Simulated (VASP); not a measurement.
Here is a VASP 6.6.1 calculation.

File INCAR:

```
SYSTEM = K2H3Au
  PREC = Accurate
  ENCUT = 520
  EDIFF = 1E-6
  ISMEAR = -1
  SIGMA = 0.03
  LREAL = .FALSE.
  LASPH = .TRUE.
  NELM = 100
  ALGO = Normal
  ISIF = 2
  LWAVE = .FALSE.
  LCHARG = .FALSE.
  GGA = PS
  NBANDS = 25
```

The input KPOINTS:

```
Automatic mesh
0
G
  8 8 8
  0 0 0
```

Contents of POSCAR:

```
K2H3Au
1.0
   -1.8736438308      1.6163759161      8.7713328216
    1.8736438308     -1.6163759161      8.7713328216
    1.8736438308      1.6163759161     -8.7713328216
K H Au
2 3 1
Direct
    0.1972041901      0.6972041901      0.5000000000
    0.0059922756      0.0059922756      0.0000000000
    0.3907759845      0.3907759845      0.0000000000
    0.7413355897      0.2413355897      0.5000000000
    0.5750222299      0.5750222299      0.0000000000
    0.8396707302      0.3396707302      0.5000000000
```

Potentials or basis: VASP PAW PBE potentials, release 64 (K_sv, H, Au).

The run is started by

```console
$ cat potpaw_PBE.64/K_sv/POTCAR potpaw_PBE.64/H/POTCAR potpaw_PBE.64/Au/POTCAR > POTCAR
$ mpirun -np 1 vasp_std > vasp.out
```

**Question.** Predict the pressure.

**Answer.** 0.0 GPa.

**Question.** What does it give for the band gap on the k mesh?

**Answer.** 0.71 eV, indirect (least direct gap 1.67 eV).

**Question.** Predict the largest force.

**Answer.** 0.011 eV/Å.

Forces in eV/Å, atoms in the order of the input:
```
K    0.000  0.000 -0.002
K    0.000  0.000 -0.004
H    0.000  0.000  0.000
H    0.000  0.000  0.011
H    0.000  0.000 -0.001
Au   0.000  0.000 -0.004
```

Caveat: the PAW data sets were made with another functional, which shifts forces and pressure a little; spin-orbit coupling is left out, which moves the levels of the heavy elements. A k mesh can miss the band edges.
